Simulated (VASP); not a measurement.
# CoB26As27 (a cell with a defect) in VASP: electric field gradients with PBE

Aim: the electric field gradients of CoB26As27 (a cell with a defect) with PBE.

Program: VASP 6.6.1. These are calculated values, not measurements. Logs are shortened: lines on timing, memory, paths and dates and some standing lists are left out, and cuts for length are marked.

### 1 The cell of the first run

The cell holds a defect, 54 atoms: a = 10.134 Å, b = 10.134 Å, c = 10.134 Å, α = 60.00°, β = 60.00°, γ = 60.00°.

### 2 Electric field gradients, PBE, collinear spin, ferromagnetic start

Input file INCAR:

```
PREC     = Accurate       # precision mode
ENCUT    = 520            # plane-wave cutoff, eV
EDIFF    = 1E-8           # SCF threshold, eV
ISMEAR   = -1             # smearing method
SIGMA    = 0.01           # smearing width, eV
LREAL    = Auto         
LASPH    = T              # aspherical terms in the spheres
NELM     = 150            # most SCF steps
ALGO     = Normal         # electronic algorithm
ISIF     = 2              # what is computed and relaxed
LWAVE    = F              # write WAVECAR
LCHARG   = F              # write CHGCAR
ISPIN    = 2              # spin polarisation
MAGMOM   = 3 0 0 0 0 0 0 0 0 0 0 0 0 0 0 0 0 0 0 0 0 0 0 0 0 0 0 0 0 0 0 0 0 0 0 0 0 0 0 0 0 0 0 0 0 0 0 0 0 0 0 0 0 0 # initial moments
LORBIT   = 11             # projections on sites
LMAXMIX  = 4              # l up to which the mixer works
GGA      = PE             # functional
LEFG     = T            
NELECT   = 223.0        
NBANDS   = 148            # bands
LUSENCCL = F
```

Input file KPOINTS:

```
regular mesh
0
Gamma
  2 2 2
```

Input file POSCAR:

```
CoB26As27
1.0
    0.0000000000      7.1655000000      7.1655000000
    7.1655000000      0.0000000000      7.1655000000
    7.1655000000      7.1655000000      0.0000000000
Co B As
1 26 27
Direct
    0.0000000000      0.0000000000      0.0000000000
    0.0000000000      0.0000000000      0.3333333333
    0.0000000000      0.0000000000      0.6666666667
    0.0000000000      0.3333333333      0.0000000000
    0.0000000000      0.3333333333      0.3333333333
    0.0000000000      0.3333333333      0.6666666667
    0.0000000000      0.6666666667      0.0000000000
    0.0000000000      0.6666666667      0.3333333333
    0.0000000000      0.6666666667      0.6666666667
    0.3333333333      0.0000000000      0.0000000000
    0.3333333333      0.0000000000      0.3333333333
    0.3333333333      0.0000000000      0.6666666667
    0.3333333333      0.3333333333      0.0000000000
    0.3333333333      0.3333333333      0.3333333333
    0.3333333333      0.3333333333      0.6666666667
    0.3333333333      0.6666666667      0.0000000000
    0.3333333333      0.6666666667      0.3333333333
    0.3333333333      0.6666666667      0.6666666667
    0.6666666667      0.0000000000      0.0000000000
    0.6666666667      0.0000000000      0.3333333333
    0.6666666667      0.0000000000      0.6666666667
    0.6666666667      0.3333333333      0.0000000000
    0.6666666667      0.3333333333      0.3333333333
    0.6666666667      0.3333333333      0.6666666667
    0.6666666667      0.6666666667      0.0000000000
    0.6666666667      0.6666666667      0.3333333333
    0.6666666667      0.6666666667      0.6666666667
    0.0833333333      0.0833333333      0.0833333333
    0.0833333333      0.0833333333      0.4166666667
    0.0833333333      0.0833333333      0.7500000000
    0.0833333333      0.4166666667      0.0833333333
    0.0833333333      0.4166666667      0.4166666667
    0.0833333333      0.4166666667      0.7500000000
    0.0833333333      0.7500000000      0.0833333333
    0.0833333333      0.7500000000      0.4166666667
    0.0833333333      0.7500000000      0.7500000000
    0.4166666667      0.0833333333      0.0833333333
    0.4166666667      0.0833333333      0.4166666667
    0.4166666667      0.0833333333      0.7500000000
    0.4166666667      0.4166666667      0.0833333333
    0.4166666667      0.4166666667      0.4166666667
    0.4166666667      0.4166666667      0.7500000000
    0.4166666667      0.7500000000      0.0833333333
    0.4166666667      0.7500000000      0.4166666667
    0.4166666667      0.7500000000      0.7500000000
    0.7500000000      0.0833333333      0.0833333333
    0.7500000000      0.0833333333      0.4166666667
    0.7500000000      0.0833333333      0.7500000000
    0.7500000000      0.4166666667      0.0833333333
    0.7500000000      0.4166666667      0.4166666667
    0.7500000000      0.4166666667      0.7500000000
    0.7500000000      0.7500000000      0.0833333333
    0.7500000000      0.7500000000      0.4166666667
    0.7500000000      0.7500000000      0.7500000000
```

Potentials or basis: VASP PAW PBE potentials, release 64 (Co, B, As).

Command:

```sh
cat potpaw_PBE.64/Co/POTCAR potpaw_PBE.64/B/POTCAR potpaw_PBE.64/As/POTCAR > POTCAR
mpirun -np 1 vasp_std > vasp.out
```

OUTCAR:

```text
PREC = Accurate
   ENCUT = 520
   EDIFF = 1E-8
   ISMEAR = -1
   LREAL = Auto
   LASPH = T
   NELM = 150
   ISIF = 2
   ISPIN = 2
   LORBIT = 11
   GGA = PE
   NELECT = 223.0

 ion  position               nearest neighbor table
   1  0.000  0.000  0.000-  28 2.07  30 2.07  34 2.07  46 2.07
   2  0.000  0.000  0.333-  28 2.07  29 2.07  35 2.07  47 2.07
   3  0.000  0.000  0.667-  30 2.07  29 2.07  36 2.07  48 2.07
   4  0.000  0.333  0.000-  28 2.07  31 2.07  33 2.07  49 2.07
   5  0.000  0.333  0.333-  29 2.07  31 2.07  50 2.07  32 2.07
   6  0.000  0.333  0.667-  30 2.07  32 2.07  33 2.07  51 2.07
[... 46 lines left out ...]
  53  0.750  0.750  0.417-   8 2.07  20 2.07  26 2.07  27 2.07
  54  0.750  0.750  0.750-  27 2.07  21 2.07  25 2.07   9 2.07

  LATTYP: Found a face centered cubic cell.
 ALAT       =    14.3310000000

  Lattice vectors:

 A1 = (   0.0000000000,   7.1655000000,   7.1655000000)
 A2 = (   7.1655000000,   0.0000000000,   7.1655000000)
 A3 = (   7.1655000000,   7.1655000000,   0.0000000000)

Analysis of symmetry for initial positions (statically):
=====================================================================
 Subroutine PRICEL returns:
 Original cell was already a primitive cell.

 Routine SETGRP: Setting up the symmetry group for a
 face centered cubic supercell.

 Subroutine GETGRP returns: Found 24 space group operations
 (whereof 24 operations were pure point group operations)
 out of a pool of 48 trial point group operations.

The static configuration has the point symmetry T_d .

Analysis of symmetry for dynamics (positions and initial velocities):
=====================================================================
 Subroutine PRICEL returns:
 Original cell was already a primitive cell.

 Routine SETGRP: Setting up the symmetry group for a
 face centered cubic supercell.

 Subroutine GETGRP returns: Found 24 space group operations
 (whereof 24 operations were pure point group operations)
 out of a pool of 48 trial point group operations.

The dynamic configuration has the point symmetry T_d .

Analysis of structural, dynamic, and magnetic symmetry:
=====================================================================
 Subroutine PRICEL returns:
 Original cell was already a primitive cell.

 Routine SETGRP: Setting up the symmetry group for a
 face centered cubic supercell.

 Subroutine GETGRP returns: Found 24 space group operations
 (whereof 24 operations were pure point group operations)
 out of a pool of 48 trial point group operations.

The overall configuration has the point symmetry T_d .

 Subroutine INISYM returns: Found 24 space group operations
 (whereof 24 operations are pure point group operations),
 and found     1 'primitive' translations

----------------------------------------------------------------------------------------

                                     Primitive cell

  volume of cell :     735.8165

  direct lattice vectors                    reciprocal lattice vectors
     0.000000000  7.165500000  7.165500000    -0.069778801  0.069778801  0.069778801
     7.165500000  0.000000000  7.165500000     0.069778801 -0.069778801  0.069778801
     7.165500000  7.165500000  0.000000000     0.069778801  0.069778801 -0.069778801

  length of vectors
    10.133547281 10.133547281 10.133547281     0.120860429  0.120860429  0.120860429
[... 214 lines left out ...]
 cond. band min:       7.2156679430   @ k =   0.5000   0.0000   0.0000
 fundamental gap:      0.1683006406
 Fermi energy:         7.0543325821

 spin component 1

 k-point     1 :       0.0000    0.0000    0.0000
  band No.  band energies     occupation
      1      -9.2022      1.00000
      2      -7.5676      1.00000
      3      -7.5309      1.00000
      4      -7.5309      1.00000
      5      -7.5309      1.00000
      6      -7.4787      1.00000
[... 367 lines left out ...]
    122       9.2772      0.00000
    123       9.2772      0.00000
 Fermi energy:         7.0543325821

 spin component 2

 k-point     1 :       0.0000    0.0000    0.0000
  band No.  band energies     occupation
      1      -9.2004      1.00000
      2      -7.5669      1.00000
      3      -7.5298      1.00000
      4      -7.5298      1.00000
      5      -7.5298      1.00000
      6      -7.4767      1.00000
[... 367 lines left out ...]
    122       9.2801      0.00000
    123       9.2801      0.00000
 [bands above 123 left out]

------------------------ aborting loop because EDIFF is reached ----------------------------------------

  FORCE on cell =-STRESS in cart. coord.  units (eV):
  Direction    XX          YY          ZZ          XY          YZ          ZX
  --------------------------------------------------------------------------------------
  -------------------------------------------------------------------------------------
  Total       36.4493075     36.4493075     36.4493075      0.0000000      0.0000000      0.0000000
  in kB       79.3652461     79.3652461     79.3652461      0.0000000      0.0000000      0.0000000
  external PRESSURE =      79.3652461 kB  Pullay stress =       0.0000000 kB

 VOLUME and BASIS-vectors are now :
 -----------------------------------------------------------------------------
  energy-cutoff  :      520.00
  volume of cell :      735.82
      direct lattice vectors                 reciprocal lattice vectors
     0.000000000  7.165500000  7.165500000    -0.069778801  0.069778801  0.069778801
     7.165500000  0.000000000  7.165500000     0.069778801 -0.069778801  0.069778801
     7.165500000  7.165500000  0.000000000     0.069778801  0.069778801 -0.069778801

 POSITION                                       TOTAL-FORCE (eV/Angst)
 -----------------------------------------------------------------------------------
      0.00000      0.00000      0.00000        -0.000000     -0.000000     -0.000000
      2.38850      2.38850      0.00000         0.087048      0.087048      0.165388
      4.77700      4.77700      0.00000        -0.087048     -0.087048      0.165388
      2.38850      0.00000      2.38850         0.087048      0.165388      0.087048
      4.77700      2.38850      2.38850        -0.033936      0.033936      0.033936
      7.16550      4.77700      2.38850        -0.165388     -0.087048      0.087048
[... 46 lines left out ...]
      8.35975      8.35975     10.74825        -0.023251     -0.023251      0.147016
     10.74825     10.74825     10.74825        -0.000000     -0.000000     -0.000000
 -----------------------------------------------------------------------------------
    total drift:                                0.000004      0.000004      0.000004

  FREE ENERGIE OF THE ION-ELECTRON SYSTEM (eV)
  ---------------------------------------------------
  free  energy   TOTEN  =      -298.6357173861 eV

  energy  without entropy=     -298.6309012628  energy(sigma->0) =     -298.63330932

 Electric field gradients (V/A^2)
---------------------------------------------------------------------
 ion       V_xx      V_yy      V_zz      V_xy      V_xz      V_yz
---------------------------------------------------------------------
   1      -0.000    -0.000     0.000     0.002     0.002     0.002
   2       0.506     0.506    -1.013    -0.206     0.928     0.928
   3       0.506     0.506    -1.013    -0.206    -0.928    -0.928
   4       0.506    -1.013     0.506     0.928    -0.206     0.928
   5      -0.000     0.000     0.000    -0.242    -0.242     0.242
   6      -1.012     0.506     0.506     0.928    -0.928     0.206
[... 46 lines left out ...]
  53       1.613     1.613    -3.227     6.533     0.326     0.326
  54      -0.000    -0.000     0.000    -0.000    -0.000    -0.000
---------------------------------------------------------------------

 Electric field gradients after diagonalization (V/A^2)
 (convention: |V_zz| > |V_xx| > |V_yy|)
----------------------------------------------------------------------
 ion       V_xx      V_yy      V_zz     asymmetry (V_yy - V_xx)/ V_zz
----------------------------------------------------------------------
   1      -0.002    -0.002     0.004       0.000
   2       1.111     0.712    -1.823       0.219
   3       1.111     0.712    -1.823       0.219
   4       1.111     0.712    -1.823       0.219
   5      -0.242    -0.242     0.485       0.000
   6       1.111     0.712    -1.823       0.219
[... 46 lines left out ...]
  53      -4.920    -3.245     8.165       0.205
  54       0.000     0.000    -0.001       0.000
----------------------------------------------------------------------

           NMR quadrupolar parameters

 Cq : quadrupolar parameter    Cq=e*Q*V_zz/h
 eta: asymmetry parameters     (V_yy - V_xx)/ V_zz
 Q  : nuclear electric quadrupole moment in mb (millibarn)
----------------------------------------------------------------------
 ion       Cq(MHz)       eta       Q (mb)
----------------------------------------------------------------------
   1       0.000       0.000       1.000
   2      -0.004       0.219       1.000
   3      -0.004       0.219       1.000
   4      -0.004       0.219       1.000
   5       0.001       0.000       1.000
   6      -0.004       0.219       1.000
[... 46 lines left out ...]
  53       0.020       0.205       1.000
  54      -0.000       0.000       1.000
----------------------------------------------------------------------

 total charge

# of ion       s       p       d       tot
------------------------------------------
    1        0.608   0.741   7.761   9.110
    2        0.667   1.177   0.000   1.845
    3        0.667   1.177   0.000   1.845
    4        0.667   1.177   0.000   1.845
    5        0.659   1.187   0.000   1.846
    6        0.667   1.177   0.000   1.845
[... 46 lines left out ...]
   53        1.173   1.670   0.089   2.931
   54        1.173   1.671   0.088   2.932
--------------------------------------------------
tot         49.615  76.531  10.290 136.436

 magnetization (x)

# of ion       s       p       d       tot
------------------------------------------
    1        0.001   0.019   0.104   0.124
    2        0.000   0.002   0.000   0.002
    3        0.000   0.002   0.000   0.002
    4        0.000   0.002   0.000   0.002
    5       -0.000  -0.000   0.000  -0.000
    6        0.000   0.002   0.000   0.002
[... 46 lines left out ...]
   53       -0.000   0.000   0.000   0.000
   54       -0.000   0.000   0.000   0.000
--------------------------------------------------
tot          0.007   0.069   0.111   0.187
```

It took 5.3 min on 1 × NVIDIA H100 80GB with 1 thread of AMD EPYC 7R13 (Zen 3), shared host; peak memory 2.1 GiB.

What came out:

```yaml
Free_energy: -298.6357 eV
Largest_force: 2.455 eV/Å
Net_moment: 0.25 μB per cell
Site_moments: Co +0.12; B +0.00, -0.00 (each value once); As +0.01, +0.00 (each value once) μB
Largest_electric_field_gradient_by_atom: Co +0.0; B -1.8, +0.5, +0.2 (each value once); As -121.8, -10.6, +8.2, -1.0, -0.0 (each value once) V/Å²
Valence_electrons_inside_the_program's_atomic_spheres: Co 9.11; B 1.84, 1.85 (each value once); As 2.98, 2.93 (each value once)
```

Forces in eV/Å, atoms in the order of the input:
```
Co   0.000  0.000  0.000
B    0.087  0.087  0.165
B   -0.087 -0.087  0.165
B    0.087  0.165  0.087
B   -0.034  0.034  0.034
B   -0.165 -0.087  0.087
B   -0.087  0.165 -0.087
B   -0.165  0.087 -0.087
B   -0.046  0.046  0.046
B    0.165  0.087  0.087
B    0.034 -0.034  0.034
B   -0.087 -0.165  0.087
B    0.034  0.034 -0.034
B   -0.034 -0.034 -0.034
B    0.000  0.000  0.016
B   -0.087  0.087 -0.165
B    0.000  0.016  0.000
B   -0.016  0.000  0.000
B    0.165 -0.087 -0.087
B    0.087 -0.165 -0.087
B    0.046 -0.046  0.046
B    0.087 -0.087 -0.165
B    0.016  0.000  0.000
B    0.000 -0.016  0.000
B    0.046  0.046 -0.046
B    0.000  0.000 -0.016
B   -0.046 -0.046 -0.046
As   1.418  1.418  1.418
As   0.000  0.000 -0.140
As  -1.418 -1.418  1.418
As   0.000 -0.140  0.000
As   0.140  0.000  0.000
As  -0.023  0.023 -0.147
As  -1.418  1.418 -1.418
As  -0.023 -0.147  0.023
As   0.147  0.023  0.023
As  -0.140  0.000  0.000
As   0.000  0.140  0.000
As   0.023 -0.023 -0.147
As   0.000  0.000  0.140
As  -0.011 -0.011 -0.011
As   0.011  0.011 -0.011
As   0.023 -0.147 -0.023
As   0.011 -0.011  0.011
As   0.147 -0.023 -0.023
As   1.418 -1.418 -1.418
As  -0.147 -0.023  0.023
As   0.023  0.147  0.023
As  -0.147  0.023 -0.023
As  -0.011  0.011  0.011
As  -0.023  0.147 -0.023
As   0.023  0.023  0.147
As  -0.023 -0.023  0.147
As   0.000  0.000  0.000
```

Electric field gradients, principal values (V/Å²):
| atom | least | middle | greatest (by size) |
| --- | --- | --- | --- |
| 1 Co | -0.002 | -0.002 | 0.004 |
| 2 B | 0.712 | 1.111 | -1.823 |
| 3 B | 0.712 | 1.111 | -1.823 |
| 4 B | 0.712 | 1.111 | -1.823 |
| 5 B | -0.242 | -0.242 | 0.485 |
| 6 B | 0.712 | 1.111 | -1.823 |
| 7 B | 0.712 | 1.111 | -1.823 |
| 8 B | 0.712 | 1.111 | -1.823 |
| 9 B | -0.228 | -0.228 | 0.456 |
| 10 B | 0.712 | 1.111 | -1.823 |
| 11 B | -0.242 | -0.242 | 0.485 |
| 12 B | 0.712 | 1.111 | -1.823 |
| 13 B | -0.242 | -0.242 | 0.485 |
| 14 B | -0.242 | -0.242 | 0.485 |
| 15 B | -0.025 | -0.215 | 0.240 |
| 16 B | 0.712 | 1.111 | -1.823 |
| 17 B | -0.025 | -0.215 | 0.240 |
| 18 B | -0.025 | -0.215 | 0.240 |
| 19 B | 0.712 | 1.111 | -1.823 |
| 20 B | 0.712 | 1.111 | -1.823 |
| 21 B | -0.228 | -0.228 | 0.456 |
| 22 B | 0.712 | 1.111 | -1.823 |
| 23 B | -0.025 | -0.215 | 0.240 |
| 24 B | -0.025 | -0.215 | 0.240 |
| 25 B | -0.228 | -0.228 | 0.456 |
| 26 B | -0.025 | -0.215 | 0.240 |
| 27 B | -0.228 | -0.228 | 0.456 |
| 28 As | 60.899 | 60.899 | -121.797 |
| 29 As | 5.142 | 5.474 | -10.615 |
| 30 As | 60.898 | 60.898 | -121.797 |
| 31 As | 5.142 | 5.474 | -10.615 |
| 32 As | 5.142 | 5.473 | -10.615 |
| 33 As | -3.245 | -4.921 | 8.166 |
| 34 As | 60.898 | 60.898 | -121.797 |
| 35 As | -3.245 | -4.921 | 8.166 |
| 36 As | -3.245 | -4.920 | 8.165 |
| 37 As | 5.142 | 5.474 | -10.615 |
| 38 As | 5.142 | 5.473 | -10.615 |
| 39 As | -3.245 | -4.921 | 8.166 |
| 40 As | 5.142 | 5.473 | -10.615 |
| 41 As | 0.488 | 0.488 | -0.976 |
| 42 As | 0.488 | 0.488 | -0.976 |
| 43 As | -3.245 | -4.921 | 8.166 |
| 44 As | 0.488 | 0.488 | -0.976 |
| 45 As | -3.245 | -4.920 | 8.165 |
| 46 As | 60.898 | 60.898 | -121.797 |
| 47 As | -3.245 | -4.921 | 8.166 |
| 48 As | -3.245 | -4.920 | 8.165 |
| 49 As | -3.245 | -4.921 | 8.166 |
| 50 As | 0.488 | 0.488 | -0.976 |
| 51 As | -3.245 | -4.920 | 8.165 |
| 52 As | -3.245 | -4.920 | 8.165 |
| 53 As | -3.245 | -4.920 | 8.165 |
| 54 As | 0.000 | 0.000 | -0.001 |

Caveat: the k points lie up to 0.38 Å⁻¹ apart; the cell carries a net charge on a neutralising background, which shifts energy and pressure; the cell is charged against a uniform background, so pressure and absolute levels hang on convention; without QUAD_EFG the Cq values of the log hold for a quadrupole moment of 1 mb, not for the nuclei.
